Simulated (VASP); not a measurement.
# ScSi2O3 (P-62m) in VASP: a series of runs

The runs below take ScSi2O3 through single point, with PBE.

Everything below comes from runs of VASP 6.6.1. Logs are shortened: lines on timing, memory, paths and dates and some standing lists are left out, and cuts for length are marked.

## 1. The cell of the first run

The structure is hexagonal, space group P-62m (No. 189). The conventional cell has a = 5.747 Å, b = 5.747 Å, c = 2.794 Å, α = 90.00°, β = 90.00°, γ = 120.00°. Within 2.7 Å of Sc (site symmetry -62m) lie 3 O at 2.04 Å. Si (site symmetry -6) has 3 O at 1.86 Å within 2.5 Å. Within 2.5 Å of O (site symmetry m2m) lie 2 Si at 1.86 Å and 1 Sc at 2.04 Å.

## 2. Single point, PBE

INCAR

```
ALGO     = Normal         # electronic algorithm
EDIFF    = 1E-6           # SCF threshold, eV
ENCUT    = 520            # plane-wave cutoff, eV
GGA      = PE             # functional
ISIF     = 2              # what is computed and relaxed
ISMEAR   = 0              # smearing method
LASPH    = T              # aspherical terms in the spheres
LCHARG   = F              # write CHGCAR
LREAL    = F              # projectors in reciprocal space
LWAVE    = F              # write WAVECAR
NBANDS   = 28             # bands
NELM     = 80             # most SCF steps
PREC     = Accurate       # precision mode
SIGMA    = 0.1            # smearing width, eV
```

KPOINTS

```
k-points
0
Gamma
  3 3 6
```

POSCAR

```
ScSi2O3
1.0
    5.7470844042      0.0000000000      0.0000000000
   -2.8735422021      4.9771210917      0.0000000000
    0.0000000000      0.0000000000      2.7937017987
Sc Si O
1 2 3
Direct
    0.0000000000      0.0000000000      0.5000000000
    0.3333333333      0.6666666667      0.5000000000
    0.6666666667      0.3333333333      0.5000000000
    0.3542186461      0.0000000000      0.5000000000
    0.0000000000      0.3542186461      0.5000000000
    0.6457813539      0.6457813539      0.5000000000
```

Potentials or basis: VASP PAW PBE potentials, release 64 (Sc_sv, Si, O).

The run is started by

```
$ cat potpaw_PBE.64/Sc_sv/POTCAR potpaw_PBE.64/Si/POTCAR potpaw_PBE.64/O/POTCAR > POTCAR
$ mpirun -np 1 vasp_std > vasp.out
```

OUTCAR:

```text
EDIFF = 1E-6
   ENCUT = 520
   GGA = PE
   ISIF = 2
   ISMEAR = 0
   LASPH = T
   LREAL = F
   NELM = 80
   PREC = Accurate

 ion  position               nearest neighbor table
   1  0.000  0.000  0.500-   5 2.04   6 2.04   4 2.04
   2  0.333  0.667  0.500-   4 1.86   5 1.86   6 1.86
   3  0.667  0.333  0.500-   5 1.86   4 1.86   6 1.86
   4  0.354  0.000  0.500-   2 1.86   3 1.86   1 2.04
   5  0.000  0.354  0.500-   3 1.86   2 1.86   1 2.04
   6  0.646  0.646  0.500-   3 1.86   2 1.86   1 2.04

  LATTYP: Found a hexagonal cell.
 ALAT       =     5.7470844042
 C/A-ratio  =     0.4861076682

  Lattice vectors:

 A1 = (   5.7470844042,   0.0000000000,   0.0000000000)
 A2 = (  -2.8735422021,   4.9771210917,   0.0000000000)
 A3 = (   0.0000000000,   0.0000000000,   2.7937017987)

Analysis of symmetry for initial positions (statically):
=====================================================================
 Subroutine PRICEL returns:
 Original cell was already a primitive cell.

 Routine SETGRP: Setting up the symmetry group for a
 hexagonal supercell.

 Subroutine GETGRP returns: Found 12 space group operations
 (whereof 12 operations were pure point group operations)
 out of a pool of 24 trial point group operations.

The static configuration has the point symmetry D_3h.

Analysis of symmetry for dynamics (positions and initial velocities):
=====================================================================
 Subroutine PRICEL returns:
 Original cell was already a primitive cell.

 Routine SETGRP: Setting up the symmetry group for a
 hexagonal supercell.

 Subroutine GETGRP returns: Found 12 space group operations
 (whereof 12 operations were pure point group operations)
 out of a pool of 24 trial point group operations.

The dynamic configuration has the point symmetry D_3h.

 Subroutine INISYM returns: Found 12 space group operations
 (whereof 12 operations are pure point group operations),
 and found     1 'primitive' translations

----------------------------------------------------------------------------------------

                                     Primitive cell

  volume of cell :      79.9109

  direct lattice vectors                    reciprocal lattice vectors
     5.747084404  0.000000000  0.000000000     0.174001273  0.100459682  0.000000000
    -2.873542202  4.977121092  0.000000000     0.000000000  0.200919363  0.000000000
     0.000000000  0.000000000  2.793701799     0.000000000  0.000000000  0.357948010

  length of vectors
     5.747084404  5.747084404  2.793701799     0.200919363  0.200919363  0.357948010

  position of ions in fractional coordinates (direct lattice)
     0.000000000  0.000000000  0.500000000
     0.333333333  0.666666667  0.500000000
     0.666666667  0.333333333  0.500000000
     0.354218646  0.000000000  0.500000000
     0.000000000  0.354218646  0.500000000
     0.645781354  0.645781354  0.500000000

  ion indices of the primitive-cell ions
   primitive index   ion index
                 1           1
                 2           2
                 3           3
                 4           4
                 5           5
                 6           6

----------------------------------------------------------------------------------------

 KPOINTS: k-points

Automatic generation of k-mesh.
 Grid dimensions read from file:
 generate k-points for:    3    3    6

 Generating k-lattice:

  Cartesian coordinates                     Fractional coordinates (reciprocal lattice)
     0.058000424  0.033486561  0.000000000     0.333333333  0.000000000  0.000000000
     0.000000000  0.066973121  0.000000000     0.000000000  0.333333333  0.000000000
     0.000000000  0.000000000  0.059658002     0.000000000  0.000000000  0.166666667

  Length of vectors
     0.066973121  0.066973121  0.059658002

  Shift w.r.t. Gamma in fractional coordinates (k-lattice)
     0.000000000  0.000000000  0.000000000

 Subroutine IBZKPT returns following result:
 ===========================================

 Found     12 irreducible k-points:

 Following reciprocal coordinates:
            Coordinates               Weight
  0.000000  0.000000  0.000000      1.000000
  0.333333  0.000000  0.000000      6.000000
  0.333333  0.333333  0.000000      2.000000
  0.000000  0.000000  0.166667      2.000000
  0.333333  0.000000  0.166667     12.000000
  0.333333  0.333333  0.166667      4.000000
  0.000000  0.000000  0.333333      2.000000
  0.333333  0.000000  0.333333     12.000000
  0.333333  0.333333  0.333333      4.000000
  0.000000  0.000000  0.500000      1.000000
  0.333333  0.000000  0.500000      6.000000
  0.333333  0.333333  0.500000      2.000000
   k-points           NKPTS =     12   k-points in BZ     NKDIM =     12   number of bands    NBANDS=     28
   number of dos      NEDOS =    301   number of ions     NIONS =      6
   total plane-waves  NPLWV =  55296
   dimension x,y,z NGX =    48 NGY =   48 NGZ =   24
[... 36 lines left out ...]
  Fermi-wavevector in a.u.,A,eV,Ry     =   1.266505  2.393347 21.824209  1.604034
  Thomas-Fermi vector in A             =   2.399702
   LORBIT       =      0    0 simple, 1 ext, 2 COOP (PROOUT), +10 PAW based schemes
   GGA     = PE    functional components
   LHFCALC =     F    Hartree Fock is set to
   AEXX    =    0.0000 exact exchange contribution
   IVDW    =     0    specifies the selected vdW correction
   LEPSILON=     F    determine dielectric tensor
   LRPA    =     F    only Hartree local field effects (RPA)
 non-spin polarized calculation
 Gauss-broadening in eV      SIGMA  =   0.10
  energy-cutoff  :      520.00
  volume of cell :       79.91
 maximum number of plane-waves:      2182
 NGX is ok and might be reduce to    48
   NGX = 21   NGY = 21   NGZ = 11

 number of electron      36.9999995 magnetization

 Free energy of the ion-electron system (eV)
  ---------------------------------------------------
  ext. energy  EPLUGINS =         0.00000000
  ---------------------------------------------------
  free energy    TOTEN  =       -40.40111440 eV

  energy without entropy =      -40.39968399  energy(sigma->0) =      -40.40039919

 E-fermi :   6.6448     XC(G=0): -10.3121

 val. band max:        6.5719322024   @ k =   0.0000   0.0000   0.0000
 cond. band min:       6.7557523855   @ k =   0.0000   0.0000   0.5000
 fundamental gap:      0.1838201831
 Fermi energy:         6.6447637441

 k-point     1 :       0.0000    0.0000    0.0000
  band No.  band energies     occupation
      1     -43.3682      2.00000
      2     -22.2979      2.00000
      3     -22.2979      2.00000
      4     -21.4388      2.00000
      5     -14.8375      2.00000
      6     -13.9107      2.00000
[... 20 lines left out ...]
     27      12.0520      0.00000
     28      12.0520      0.00000

 k-point     2 :       0.3333    0.0000    0.0000
  band No.  band energies     occupation
      1     -43.3682      2.00000
      2     -22.3032      2.00000
      3     -22.2993      2.00000
      4     -21.4389      2.00000
      5     -14.5828      2.00000
      6     -14.1066      2.00000
[... 20 lines left out ...]
     27      11.8319      0.00000
     28      13.5829      0.00000

 k-point     3 :       0.3333    0.3333    0.0000
  band No.  band energies     occupation
      1     -43.3682      2.00000
      2     -22.3029      2.00000
      3     -22.3029      2.00000
      4     -21.4388      2.00000
      5     -14.2583      2.00000
      6     -14.2583      2.00000
[... 20 lines left out ...]
     27      12.5600      0.00000
     28      13.8624      0.00000

 k-point     4 :       0.0000    0.0000    0.1667
  band No.  band energies     occupation
      1     -43.3392      2.00000
      2     -22.2706      2.00000
      3     -22.2706      2.00000
      4     -21.6543      2.00000
      5     -14.6998      2.00000
      6     -13.8108      2.00000
[... 206 lines left out ...]
     27      11.9599      0.00000
     28      11.9599      0.00000

 k-point    11 :       0.3333    0.0000    0.5000
  band No.  band energies     occupation
      1     -43.2511      2.00000
      2     -22.2672      2.00000
      3     -22.1918      2.00000
      4     -22.1890      2.00000
      5     -14.0360      2.00000
      6     -13.6454      2.00000
[... 20 lines left out ...]
     27      12.2193      0.00000
     28      12.5173      0.00000

 k-point    12 :       0.3333    0.3333    0.5000
  band No.  band energies     occupation
      1     -43.2511      2.00000
      2     -22.2672      2.00000
      3     -22.1916      2.00000
      4     -22.1916      2.00000
      5     -13.7605      2.00000
      6     -13.7605      2.00000
[... 20 lines left out ...]
     27      12.0035      0.00000
     28      13.2762      0.00000

------------------------ aborting loop because EDIFF is reached ----------------------------------------

  FORCE on cell =-STRESS in cart. coord.  units (eV):
  Direction    XX          YY          ZZ          XY          YZ          ZX
  --------------------------------------------------------------------------------------
  -------------------------------------------------------------------------------------
  Total        0.3853940      0.3853940      0.0547201      0.0000000      0.0000000      0.0000000
  in kB        7.7269783      7.7269783      1.0971133      0.0000000      0.0000000      0.0000000
  external PRESSURE =       5.5170233 kB  Pullay stress =       0.0000000 kB

 VOLUME and BASIS-vectors are now :
 -----------------------------------------------------------------------------
  energy-cutoff  :      520.00
  volume of cell :       79.91
      direct lattice vectors                 reciprocal lattice vectors
     5.747084404  0.000000000  0.000000000     0.174001273  0.100459682  0.000000000
    -2.873542202  4.977121092  0.000000000     0.000000000  0.200919363  0.000000000
     0.000000000  0.000000000  2.793701799     0.000000000  0.000000000  0.357948010

 POSITION                                       TOTAL-FORCE (eV/Angst)
 -----------------------------------------------------------------------------------
      0.00000      0.00000      1.39685         0.000000     -0.000000      0.000000
     -0.00000      3.31808      1.39685        -0.000000     -0.000000      0.000000
      2.87354      1.65904      1.39685         0.000000     -0.000000      0.000000
      2.03572      0.00000      1.39685         0.065751     -0.000000      0.000000
     -1.01786      1.76299      1.39685        -0.032876      0.056942      0.000000
      1.85568      3.21413      1.39685        -0.032876     -0.056942      0.000000
 -----------------------------------------------------------------------------------
    total drift:                               -0.000001     -0.000002      0.000000

  FREE ENERGIE OF THE ION-ELECTRON SYSTEM (eV)
  ---------------------------------------------------
  free  energy   TOTEN  =       -40.4011143974 eV

  energy  without entropy=      -40.3996839921  energy(sigma->0) =      -40.40039919
```

Run time: 16 s. Hardware: 1 thread of Intel Xeon 6975P-C (Granite Rapids), shared host; peak memory 0.23 GiB.

What came out:

```yaml
Free_energy: -40.4011 eV
Pressure: 0.6 GPa
Largest_force: 0.066 eV/Å
```

Forces on the atoms (eV/Å):
```
Sc   0.000  0.000  0.000
Si   0.000  0.000  0.000
Si   0.000  0.000  0.000
O    0.066  0.000  0.000
O   -0.033  0.057  0.000
O   -0.033 -0.057  0.000
```

Caveat: the k points lie up to 0.42 Å⁻¹ apart; an odd number of electrons without spin polarisation forces a metal; a magnetic or distorted state may lie lower.

## 3. Single point, PBE

This run uses another cell than the first one, of 13.13 Å³/atom, 0.986 times its volume.

INCAR

```
PREC = Accurate ; ENCUT = 520
EDIFF = 1E-7 ; ISMEAR = 0
SIGMA = 0.1 ; LREAL = False
LASPH = True ; NELM = 80
ALGO = Normal ; ISIF = 2
LWAVE = False ; LCHARG = False
GGA = PE ; NBANDS = 28
```

KPOINTS

```
Automatic mesh
0
Gamma
  6 6 4
```

POSCAR

```
ScSi2O3
1.0
    5.7641338034      0.0000000000      0.0000000000
   -2.8820669017      4.9918863045      0.0000000000
    0.0000000000      0.0000000000      2.7379194735
Sc Si O
1 2 3
Direct
    0.0000000000      0.0000000000      0.5000000000
    0.3333333333      0.6666666667      0.5000000000
    0.6666666667      0.3333333333      0.5000000000
    0.3506893292      0.0000000000      0.5000000000
    0.0000000000      0.3506893292      0.5000000000
    0.6493106708      0.6493106708      0.5000000000
```

Potentials or basis: VASP PAW PBE potentials, release 64 (Sc_sv, Si, O).

The run is started by

```
$ cat potpaw_PBE.64/Sc_sv/POTCAR potpaw_PBE.64/Si/POTCAR potpaw_PBE.64/O/POTCAR > POTCAR
$ mpirun -np 1 vasp_std > vasp.out
```

Run time: 24 s. Hardware: 1 thread of Intel Xeon 6975P-C (Granite Rapids), shared host; peak memory 0.22 GiB.

The run converged. Its results:

| Property | Result |
| --- | --- |
| Free energy | -40.1233 eV |
| Pressure | 0.5 GPa |
| Largest force | 0.066 eV/Å |

Forces in eV/Å, atoms in the order of the input:
```
Sc   0.000  0.000  0.000
Si   0.000  0.000  0.000
Si   0.000  0.000  0.000
O    0.066  0.000  0.000
O   -0.033  0.057  0.000
O   -0.033 -0.057  0.000
```

Stress tensor (GPa, compression positive):
```
0.70 0.00 0.00
0.00 0.70 0.00
0.00 0.00 0.08
```

Levels at points of the mesh, in eV from the Fermi level:
```csv
k point,band 15,band 16,band 17,band 18,band 19,band 20,band 21,band 22
"(0.00, 0.00, 0.00)",-3.95,-3.72,-3.72,-1.98,-0.45,0.68,0.68,2.96
"(0.50, 0.00, 0.00)",-3.82,-3.62,-2.75,-2.33,-1.93,-0.10,1.44,2.17
"(0.00, 0.00, 0.50)",-6.28,-6.28,-2.83,-0.54,-0.41,-0.41,-0.30,2.12
"(0.50, 0.00, 0.50)",-6.45,-6.04,-2.39,-1.35,0.28,0.42,0.92,1.41
```

Caveat: the k points lie up to 0.57 Å⁻¹ apart; an odd number of electrons without spin polarisation forces a metal; a magnetic or distorted state may lie lower.

## 4. Single point, PBE

This run uses another cell than the first one, of 14.61 Å³/atom, 1.097 times its volume.

INCAR

```
PREC = Accurate
ENCUT = 520
EDIFF = 1E-7
ISMEAR = 0
SIGMA = 0.1
LREAL = F
LASPH = T
NELM = 80
ALGO = Normal
ISIF = 2
LWAVE = F
LCHARG = F
GGA = PE
NBANDS = 28
```

KPOINTS is that of step 3.

POSCAR

```
ScSi2O3
1.0
    4.2124495600      0.0000000000      0.0000000000
   -2.1062247800      3.6480883300      0.0000000000
    0.0000000000      0.0000000000      5.7045518700
Sc Si O
1 2 3
Direct
    0.0000000000      0.0000000000      0.5000000000
    0.3333333300      0.6666666700      0.5000000000
    0.6666666700      0.3333333300      0.5000000000
    0.4140868900      0.0000000000      0.5000000000
    0.0000000000      0.4140868900      0.5000000000
    0.5859131100      0.5859131100      0.5000000000
```

The run is started by

```
$ cat potpaw_PBE.64/Sc_sv/POTCAR potpaw_PBE.64/Si/POTCAR potpaw_PBE.64/O/POTCAR > POTCAR
$ mpirun -np 1 vasp_std > vasp.out
```

Wall time 25 s (1 thread of Intel Xeon 6975P-C (Granite Rapids), shared host); peak memory 0.21 GiB.

It converged, with:

| Property | Result |
| --- | --- |
| Free energy | 4.0568 eV |
| Pressure | 207.2 GPa |
| Largest force | 9.917 eV/Å |

Forces on the atoms (eV/Å):
```
Sc   0.000  0.000  0.000
Si   0.000  0.000  0.000
Si   0.000  0.000  0.000
O   -9.917  0.000  0.000
O    4.958 -8.588  0.000
O    4.958  8.588  0.000
```

Stress tensor (GPa, compression positive):
```
311.99   0.00   0.00
  0.00 311.99   0.00
  0.00   0.00  -2.40
```

Levels at points of the mesh, in eV from the Fermi level:
| k point | band 15 | band 16 | band 17 | band 18 | band 19 | band 20 | band 21 | band 22 | band 23 | band 24 |
| --- | --- | --- | --- | --- | --- | --- | --- | --- | --- | --- |
| (0.00, 0.00, 0.00) | -12.77 | -11.45 | -3.33 | -0.49 | -0.49 | -0.24 | -0.24 | -0.21 | 1.87 | 2.60 |
| (0.50, 0.00, 0.00) | -12.78 | -12.13 | -0.86 | -0.84 | -0.49 | 0.50 | 1.25 | 2.40 | 2.65 | 2.86 |
| (0.00, 0.00, 0.50) | -12.77 | -11.45 | -2.42 | -0.52 | -0.52 | -0.52 | -0.29 | -0.24 | -0.24 | 2.68 |
| (0.50, 0.00, 0.50) | -12.78 | -12.13 | -0.63 | -0.11 | -0.10 | 0.52 | 0.59 | 1.69 | 2.36 | 2.53 |

Caveat: an odd number of electrons without spin polarisation forces a metal; a magnetic or distorted state may lie lower.

## 5. Single point, PBE

INCAR

```
SYSTEM = ScSi2O3
PREC     = Accurate       ! precision mode
ENCUT    = 520            ! plane-wave cutoff, eV
EDIFF    = 1E-6           ! SCF threshold, eV
ISMEAR   = 0              ! smearing method
SIGMA    = 0.1            ! smearing width, eV
LREAL    = .FALSE.        ! projectors in reciprocal space
LASPH    = .TRUE.         ! aspherical terms in the spheres
NELM     = 80             ! most SCF steps
ALGO     = Normal         ! electronic algorithm
ISIF     = 2              ! what is computed and relaxed
LWAVE    = .FALSE.        ! write WAVECAR
LCHARG   = .FALSE.        ! write CHGCAR
GGA      = PE             ! functional
NBANDS   = 28             ! bands
```

KPOINTS

```
Automatic mesh
0
G
  6 6 6
  0 0 0
```

POSCAR

```
ScSi2O3
1.0
    5.7470844042      0.0000000000      0.0000000000
   -2.8735422021      4.9771210917      0.0000000000
    0.0000000000      0.0000000000      2.7937017987
Sc Si O
1 2 3
Direct
    0.0000000000      0.0000000000      0.5000000000
    0.3333333333      0.6666666667      0.5000000000
    0.6666666667      0.3333333333      0.5000000000
    0.3542186461      0.0000000000      0.5000000000
    0.0000000000      0.3542186461      0.5000000000
    0.6457813539      0.6457813539      0.5000000000
```

The run is started by

```
$ cat potpaw_PBE.64/Sc_sv/POTCAR potpaw_PBE.64/Si/POTCAR potpaw_PBE.64/O/POTCAR > POTCAR
$ mpirun -np 1 vasp_std > vasp.out
```

It took 32 s on 1 thread of Intel Xeon 6975P-C (Granite Rapids), shared host; peak memory 0.24 GiB.

Results (log left out):

- Free energy: -40.3937 eV
- Pressure: 0.7 GPa
- Largest force: 0.058 eV/Å

Forces on the atoms (eV/Å):
```
Sc   0.000  0.000  0.000
Si   0.000  0.000  0.000
Si   0.000  0.000  0.000
O    0.058  0.000  0.000
O   -0.029  0.051  0.000
O   -0.029 -0.051  0.000
```

Stress tensor (GPa, compression positive):
```
0.85 0.00 0.00
0.00 0.85 0.00
0.00 0.00 0.33
```

Levels at points of the mesh, in eV from the Fermi level:
| k point | band 15 | band 16 | band 17 | band 18 | band 19 | band 20 | band 21 | band 22 |
| --- | --- | --- | --- | --- | --- | --- | --- | --- |
| (0.00, 0.00, 0.00) | -3.74 | -3.57 | -3.57 | -1.19 | 0.03 | 1.08 | 1.08 | 3.43 |
| (0.50, 0.00, 0.00) | -3.68 | -3.48 | -2.32 | -1.72 | -1.33 | 0.38 | 1.87 | 2.65 |
| (0.00, 0.00, 0.50) | -6.01 | -6.01 | -2.39 | -0.26 | 0.21 | 0.22 | 0.22 | 2.43 |
| (0.50, 0.00, 0.50) | -6.13 | -5.78 | -1.89 | -0.81 | 0.92 | 1.06 | 1.22 | 1.71 |

Caveat: the k points lie up to 0.37 Å⁻¹ apart; an odd number of electrons without spin polarisation forces a metal; a magnetic or distorted state may lie lower.

## 6. Overview

| cell | k mesh | gap on the mesh (eV) | pressure (GPa) | largest force (eV/Å) |
| --- | --- | --- | --- | --- |
| a = 5.747, b = 5.747, c = 2.794 Å, angles 90.0, 90.0, 120.0°, 6 atoms | 3 × 3 × 6 | none | 0.6 | 0.07 |
| a = 5.764, b = 5.764, c = 2.738 Å, angles 90.0, 90.0, 120.0°, 6 atoms | 6 × 6 × 4 | none | 0.5 | 0.07 |
| a = 4.212, b = 4.212, c = 5.705 Å, angles 90.0, 90.0, 120.0°, 6 atoms | 6 × 6 × 4 | none | 207.2 | 9.92 |
| a = 5.747, b = 5.747, c = 2.794 Å, angles 90.0, 90.0, 120.0°, 6 atoms | 6 × 6 × 6 | none | 0.7 | 0.06 |

Alike in all rows: task single point; level PBE; potentials or basis VASP PAW PBE potentials, release 64 (Sc_sv, Si, O); no spin polarisation; cutoff (eV) 520; smearing gaussian 0.1 eV.

Caveats: some runs use coarse meshes; an odd number of electrons without spin polarisation forces a metal; a magnetic or distorted state may lie lower.

Total energies depend on the potentials used, so only differences within one code and one set of settings carry meaning.
